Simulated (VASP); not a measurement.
# Al15GeO24 (a cell with a defect) in VASP: notebook, part 2 of 2

VASP 6.6.1. The steps go on from the part before.

### 3 Single point, HSE06

POSCAR

```
Al15GeO24
1.0
    2.4039417622      1.3879164235      4.3742070937
   -4.8078835245      2.7758328471      8.7484141875
    0.0000000000     -5.5516656942      8.7484141875
Al Ge O
15 1 24
Direct
    0.6642420704      0.3258371144      0.3270960974
    0.1481109002      0.0769356243      0.0736836350
    0.3504069634      0.1761968889      0.1756468213
    0.6439130521      0.3204352318      0.8312362648
    0.8439547239      0.4289498732      0.9287742934
    0.1576169330      0.0690457340      0.5750556953
    0.3636606809      0.1708034388      0.6765562912
    0.6408046783      0.8308814162      0.3222297257
    0.8565590629      0.9260181902      0.4252089435
    0.1417703164      0.5758062142      0.0746601212
    0.3429185572      0.6818304271      0.1725741473
    0.6486229088      0.8228889513      0.8239322313
    0.8532653431      0.9256817351      0.9260851839
    0.1435703373      0.5711626465      0.5746170103
    0.3445904360      0.6732801971      0.6813449562
    0.8823328495      0.4344143846      0.4380580694
    0.4468237480      0.0259135131      0.3738427119
    0.9505451238      0.1235952994      0.2779881953
    0.0615274872      0.3762023932      0.2067964209
    0.7480160252      0.2220954908      0.0289685180
    0.3148764512      0.2459806350      0.4765222823
    0.5475423477      0.4722356827      0.1279192035
    0.4447237273      0.0285279584      0.8754890272
    0.9458395879      0.1237404616      0.7790181367
    0.0482696753      0.3729926546      0.7216966746
    0.7649510908      0.2064324842      0.5333841314
    0.2441945209      0.2772044563      0.9723193183
    0.4958259061      0.4716797132      0.6576642183
    0.3999910973      0.5292626929      0.3767423604
    0.9381569578      0.6634261575      0.2428378428
    0.0599763407      0.8805629642      0.2210559479
    0.7452157431      0.7241603036      0.0258655956
    0.2516383906      0.7746830570      0.4721823083
    0.5558510514      0.9784441706      0.1210129556
    0.4411185137      0.5293138882      0.8788878102
    0.9263897640      0.6273165468      0.7819805012
    0.0561663187      0.8727754038      0.7225483566
    0.7456498169      0.7189055581      0.5272637166
    0.2558402154      0.7844677429      0.9615866802
    0.5642857717      0.9582107690      0.6289401039
```

INCAR.step1

```
PREC = Accurate ; ENCUT = 520
EDIFF = 1E-5 ; ISMEAR = -1
SIGMA = 0.01 ; LREAL = Auto
LASPH = T ; NELM = 80
ALGO = Normal ; ISIF = 2
LWAVE = T ; LCHARG = F
NBANDS = 128 ; GGA = PE
NELECT = 204.0
```

INCAR.step2

```
PREC = Accurate ; ENCUT = 520
EDIFF = 1E-7 ; ISMEAR = -1
SIGMA = 0.01 ; LREAL = Auto
LASPH = T ; NELM = 80
ALGO = Normal ; ISIF = 2
LWAVE = F ; LCHARG = F
GGA = PE ; LHFCALC = T
HFSCREEN = 0.2079 ; PRECFOCK = Fast
NBANDS = 128 ; ISTART = 1
NELECT = 204.0
```

KPOINTS

```
Automatic mesh
0
Gamma
  1 1 1
  0.25 0.25 0.25
```

Potentials or basis: VASP PAW PBE potentials, release 64 (Al, Ge_d, O).

Started as:

```
$ cat potpaw_PBE.64/Al/POTCAR potpaw_PBE.64/Ge_d/POTCAR potpaw_PBE.64/O/POTCAR > POTCAR
$ cp INCAR.step1 INCAR
$ mpirun -np 1 vasp_std > vasp.out
$ cp INCAR.step2 INCAR
$ mpirun -np 1 vasp_std > vasp.out
```

OUTCAR:

```text
PREC = Accurate
   ENCUT = 520
   EDIFF = 1E-7
   ISMEAR = -1
   LREAL = Auto
   LASPH = T
   NELM = 80
   ISIF = 2
   GGA = PE
   LHFCALC = T
   HFSCREEN = 0.2079
   PRECFOCK = Fast
   ISTART = 1
   NELECT = 204.0

 ion  position               nearest neighbor table
   1  0.664  0.326  0.327-  21 1.85  19 1.90  18 1.91  29 1.93  22 1.93  26 1.97   3 2.76   7 2.81
                            11 2.87  16 2.87   5 3.28   9 3.29
   2  0.148  0.077  0.074-  31 1.85  20 1.88  23 1.88  27 1.94  18 1.97  34 1.97   3 2.65   9 2.82
                             5 2.82  13 2.83  11 3.24   7 3.25   3 3.27
   3  0.350  0.176  0.176-  19 1.82  20 1.87  17 1.88  34 1.95  18 1.96  27 2.00   2 2.65   4 2.76
                             1 2.76   8 2.77  10 3.27   2 3.27   6 3.27
   4  0.644  0.320  0.831-  28 1.81  27 1.87  24 1.89  20 1.94  25 1.96  35 2.02   5 2.68   3 2.76
                            15 2.83   7 2.88  13 3.23   5 3.27
   5  0.844  0.429  0.929-  36 1.85  22 1.87  27 1.88  35 1.96  20 2.00  25 2.05   4 2.68  10 2.81
                             2 2.82  14 2.83  12 3.22   4 3.27   1 3.28
   6  0.158  0.069  0.575-  26 1.83  37 1.87  17 1.88  21 1.92  40 1.98  24 2.00   7 2.68   9 2.80
[... 301 lines left out ...]
      1     -19.1512      2.00000
      2     -19.1386      2.00000
      3     -19.1078      2.00000
      4     -19.0866      2.00000
      5     -19.0779      2.00000
      6     -16.0025      2.00000
[... 106 lines left out ...]
    113      16.3838      0.00000
    114      16.5155      0.00000
 [bands above 114 left out]

------------------------ aborting loop because EDIFF is reached ----------------------------------------

  FORCE on cell =-STRESS in cart. coord.  units (eV):
  Direction    XX          YY          ZZ          XY          YZ          ZX
  --------------------------------------------------------------------------------------
  -------------------------------------------------------------------------------------
  Total       12.7759838     14.0541624      7.6955513     -1.0293694     -0.5572648     -0.1213138
  in kB       58.4395811     64.2861936     35.2007958     -4.7085153     -2.5490267     -0.5549105
  external PRESSURE =      52.6421902 kB  Pullay stress =       0.0000000 kB

 VOLUME and BASIS-vectors are now :
 -----------------------------------------------------------------------------
  energy-cutoff  :      520.00
  volume of cell :      350.27
      direct lattice vectors                 reciprocal lattice vectors
     2.403941762  1.387916424  4.374207094     0.207991728  0.120084080  0.076204287
    -4.807883525  2.775832847  8.748414187    -0.103995864  0.060042040  0.038102144
     0.000000000 -5.551665694  8.748414187    -0.000000000 -0.120084080  0.038102144

 POSITION                                       TOTAL-FORCE (eV/Angst)
 -----------------------------------------------------------------------------------
      0.03021      0.01045      8.61766         0.030908     -0.020860     -0.023417
     -0.01385      0.01006      1.96555         0.002357     -0.006015      0.042868
     -0.00478      0.00030      4.61083        -0.024616      0.008535     -0.039155
      0.00731     -2.83157     12.89191        -0.040423     -0.009886      0.010770
     -0.03352     -2.79421     15.56957        -0.019601     -0.003859     -0.013422
      0.04694     -2.78210      6.32432         0.025119      0.008293      0.024728
[... 32 lines left out ...]
     -3.15660     -2.80577     16.39431         0.008673     -0.003885      0.019737
     -3.25046     -0.04865     16.35336        -0.010727      0.008726      0.010457
 -----------------------------------------------------------------------------------
    total drift:                                0.008807      0.001902      0.000014

  FREE ENERGIE OF THE ION-ELECTRON SYSTEM (eV)
  ---------------------------------------------------
  free  energy   TOTEN  =      -346.4023530627 eV

  energy  without entropy=     -346.4023530627  energy(sigma->0) =     -346.40235306
```

OUTCAR.step1:

```text
PREC = Accurate
   ENCUT = 520
   EDIFF = 1E-5
   ISMEAR = -1
   LREAL = Auto
[... 452 lines left out ...]
     -0.03352     -2.79421     15.56957         0.012111      0.001745      0.004070
      0.04694     -2.78210      6.32432         0.001448      0.003512     -0.000979
[... 32 lines left out ...]
     -3.15660     -2.80577     16.39431         0.002993     -0.007106     -0.000945
     -3.25046     -0.04865     16.35336         0.002007     -0.000601     -0.001579
 -----------------------------------------------------------------------------------
    total drift:                                0.011106      0.003043     -0.000178

  FREE ENERGIE OF THE ION-ELECTRON SYSTEM (eV)
  ---------------------------------------------------
  free  energy   TOTEN  =      -284.3982765655 eV

  energy  without entropy=     -284.3982765655  energy(sigma->0) =     -284.39827657
```

OSZICAR.step1:

```text
N       E                     dE             d eps       ncg     rms          rms(c)
DAV:   1     0.177368959633E+04    0.17737E+04   -0.10233E+05   328   0.199E+03
DAV:   2    -0.108915582576E+02   -0.17846E+04   -0.16703E+04   328   0.617E+02
DAV:   3    -0.299702452055E+03   -0.28881E+03   -0.28515E+03   296   0.179E+02
DAV:   4    -0.318255240213E+03   -0.18553E+02   -0.18495E+02   312   0.483E+01
DAV:   5    -0.318775697165E+03   -0.52046E+00   -0.51969E+00   304   0.802E+00    0.359E+01
DAV:   6    -0.283712040642E+03    0.35064E+02   -0.14352E+02   320   0.670E+01    0.116E+01
DAV:   7    -0.284342846767E+03   -0.63081E+00   -0.87206E+00   328   0.856E+00    0.686E+00
DAV:   8    -0.284387678618E+03   -0.44832E-01   -0.68806E-01   352   0.372E+00    0.186E+00
DAV:   9    -0.284392478881E+03   -0.48003E-02   -0.16307E-01   352   0.166E+00    0.577E-01
DAV:  10    -0.284398724547E+03   -0.62457E-02   -0.37407E-02   336   0.729E-01    0.380E-01
DAV:  11    -0.284397933809E+03    0.79074E-03   -0.54453E-03   320   0.366E-01    0.175E-01
DAV:  12    -0.284398298005E+03   -0.36420E-03   -0.20961E-03   320   0.157E-01    0.513E-02
DAV:  13    -0.284398270987E+03    0.27018E-04   -0.24211E-04   336   0.753E-02    0.132E-02
DAV:  14    -0.284398276566E+03   -0.55785E-05   -0.88795E-05   280   0.305E-02
   1 F= -.28439828E+03 E0= -.28439828E+03  d E =-.128522E-12
```

Wall time 30 min (1 thread of Oxide Virtual Turin-like, shared host); peak memory 0.71 GiB.

What came out:

* Free energy: -346.4024 eV
* Largest force: 0.168 eV/Å

Forces in eV/Å, atoms in the order of the input:
```
Al   0.031 -0.021 -0.023
Al   0.002 -0.006  0.043
Al  -0.025  0.009 -0.039
Al  -0.040 -0.010  0.011
Al  -0.020 -0.004 -0.013
Al   0.025  0.008  0.025
Al   0.025  0.053 -0.055
Al   0.019  0.051  0.001
Al  -0.011  0.012 -0.011
Al  -0.019  0.029  0.031
Al  -0.042 -0.036 -0.071
Al   0.005 -0.014 -0.040
Al   0.015  0.000 -0.005
Al  -0.008 -0.026  0.024
Al   0.028 -0.034 -0.051
Ge   0.090 -0.060  0.001
O    0.068 -0.005 -0.023
O    0.057  0.045  0.001
O    0.029 -0.032 -0.041
O   -0.029  0.043 -0.022
O   -0.022 -0.097  0.066
O   -0.042  0.039 -0.013
O    0.030  0.018 -0.005
O    0.012  0.023 -0.004
O   -0.022 -0.014 -0.013
O   -0.006 -0.015  0.004
O    0.023 -0.051 -0.008
O   -0.064 -0.013  0.093
O   -0.015  0.019 -0.033
O    0.023  0.118  0.116
O   -0.032 -0.010  0.023
O   -0.033  0.036 -0.011
O   -0.011 -0.020 -0.008
O   -0.059 -0.006  0.001
O    0.023 -0.019  0.025
O    0.002 -0.005  0.014
O    0.003 -0.028 -0.009
O   -0.008  0.016 -0.008
O    0.009 -0.004  0.020
O   -0.011  0.009  0.010
```

Caveat: the k points lie up to 1.22 Å⁻¹ apart, too coarse for converged energies, forces and pressures; the cell carries a net charge on a neutralising background, which shifts energy and pressure; the cell is charged against a uniform background, so pressure and absolute levels hang on convention; the PAW data sets were made with another functional, which shifts forces and pressure a little.
